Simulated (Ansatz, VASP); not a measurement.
**One calculation of MnH4, two programs**

```xyz
5
Lattice="-2.0079 2.0079 2.0079 2.0079 -2.0079 2.0079 2.0079 2.0079 -2.0079" Properties=species:S:1:pos:R:3 pbc="T T T"
Mn    0.0000    0.0000    0.0000
H     1.0040    1.0040   -1.0040
H    -1.0040    1.0040    1.0040
H     1.0040    1.0040    1.0040
H     1.0040   -1.0040    1.0040
```

Change from the starting cell: species swapped into the NiHg4 type (Im-3m, No. 229).

Alike in both runs: functional PBE; k mesh 14 × 14 × 14; occupations gaussian, width 0.1 eV; collinear spin.

Ansatz relaxed the structure, and its values are those at the end. VASP's run is a single point on that final structure, the one shown.

```csv
,VASP,Ansatz
version,VASP 6.6.1,Ansatz 0.2.0
potentials or method,"VASP PAW PBE potentials, release 64 (Mn_pv, H), cutoff 520 eV","scalar-relativistic, plane waves, PAW"
valence electrons in the cell,17,19
```

```tsv
	VASP	Ansatz	Ansatz less VASP
gap on the k mesh at the Fermi level (eV)	none	none	-
pressure (GPa)	-0.1	0.0	+0.08
net moment per atom (μB)	0.59	0.59	0.000
size of the moment on the site where the two differ most (μB)	3.05	2.44	-0.609
```

Site moments also hang on the region over which each program counts them. A gap of «none» marks a metal or a gap that the smearing closes. VASP's potentials hold 17 valence electrons a cell and Ansatz's 19, so a difference there can come from the potentials and not from the codes.
